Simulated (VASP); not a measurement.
Input of a VASP 6.6.1 run:

The input INCAR:

```
SYSTEM = Be
PREC = Accurate
ENCUT = 520
EDIFF = 1E-6
ISMEAR = -1
SIGMA = 0.05
LREAL = .FALSE.
LASPH = .TRUE.
NELM = 80
ALGO = Normal
ISIF = 2
LWAVE = .FALSE.
LCHARG = .TRUE.
GGA = PS
LELF = .TRUE.
LVHAR = .TRUE.
NBANDS = 9
```

File KPOINTS:

```
regular mesh
0
G
  12 12 7
  0 0 0
```

The input POSCAR:

```
Be
1.0
    2.2556362191      0.0000000000      0.0000000000
   -1.1278181095      1.9534382674      0.0000000000
    0.0000000000      0.0000000000      3.5549367282
Be
2
Direct
    0.3333333333      0.6666666667      0.2500000000
    0.6666666667      0.3333333333      0.7500000000
```

Potentials or basis: VASP PAW PBE potentials, release 64 (Be).

The run is started by

```bash
$ cat potpaw_PBE.64/Be/POTCAR > POTCAR
$ mpirun -np 1 vasp_std > vasp.out
```

(1) What does it give for the band gap on the k mesh?

(2) Predict the pressure.

Answers

(1) zero (band 2 reaches 7.89 eV, above the bottom of band 3 at 6.00 eV).

(2) 0.4 GPa.

Caveat: the PAW data sets were made with another functional, which shifts forces and pressure a little.
